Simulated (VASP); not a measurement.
Cd:

```
CELL_PARAMETERS angstrom
2.51756 1.45351 1.05791
-2.51756 1.45351 1.05791
0.00000 -2.90703 1.05791
ATOMIC_POSITIONS crystal
Cd 0.00000 0.00000 0.00000
```

The cell was generated, and may not be a known phase.

| Property | Result |
| --- | --- |
| Program | VASP 6.6.1 |
| Task | relaxation of cell and atoms |
| Functional | PBE |
| Potentials or basis | VASP PAW PBE potentials, release 64 (Cd) |
| Cutoff | 600 eV |
| k mesh | 21 × 21 × 21 |
| Occupations | gaussian, width 0.1 eV |
| Spin | no spin polarisation |

At the start: pressure 0.5 GPa; volume 23.23 Å³/atom.

**Question.** Where does the relaxation end?

**Answer.** Over 23 steps the energy falls by 3.9 meV/atom and the volume is 23.79 Å³/atom (+2.4 %); space group Im-3m (No. 229, to 0.1 Å) before, R-3m (No. 166, to 0.1 Å).

The path:
| step | energy change (eV) | largest force (eV/Å) | pressure (GPa) | volume (Å³) |
| --- | --- | --- | --- | --- |
| 1 | 0.0000 | 0.0000 | 0.48 | 23.23 |
| 2 | -0.0004 | 0.0000 | 0.08 | 23.46 |
| 3 | -0.0005 | 0.0000 | -0.06 | 23.54 |
| 4 | -0.0006 | 0.0000 | -0.06 | 23.54 |
| 5 | -0.0009 | 0.0000 | -0.10 | 23.55 |
| 6 | -0.0015 | 0.0000 | -0.07 | 23.57 |
| 7 | -0.0030 | 0.0000 | -0.01 | 23.58 |
| 8 | -0.0036 | 0.0000 | 0.43 | 23.55 |
| 9 | -0.0036 | 0.0000 | 0.24 | 23.57 |
| 10 | -0.0039 | 0.0000 | 0.09 | 23.74 |
| 11 | -0.0030 | 0.0000 | -0.58 | 24.24 |
| 12 | -0.0039 | 0.0000 | -0.04 | 23.83 |
| 13 | -0.0039 | 0.0000 | -0.13 | 23.86 |
| 14 | -0.0039 | 0.0000 | -0.08 | 23.85 |
| 15 | -0.0039 | 0.0000 | -0.09 | 23.85 |
| 16 | -0.0039 | 0.0000 | -0.18 | 23.89 |
| 17 | -0.0039 | 0.0000 | -0.07 | 23.87 |
| 18 | -0.0039 | 0.0000 | -0.11 | 23.87 |
| 19 | -0.0039 | 0.0000 | -0.12 | 23.88 |
| 20 | -0.0039 | 0.0000 | -0.11 | 23.87 |
| 21 | -0.0039 | 0.0000 | -0.09 | 23.87 |
| 22 | -0.0039 | 0.0000 | -0.11 | 23.87 |
| 23 | -0.0039 | 0.0000 | 0.01 | 23.79 |

Final structure:
```yaml
crystal:
  lattice:
    - [2.42420, 1.39961, 1.16884]
    - [-2.42420, 1.39961, 1.16884]
    - [0.00000, -2.79922, 1.16884]
  atoms:
    - { symbol: Cd, position: [0.00000, 0.00000, 0.00000] }
```
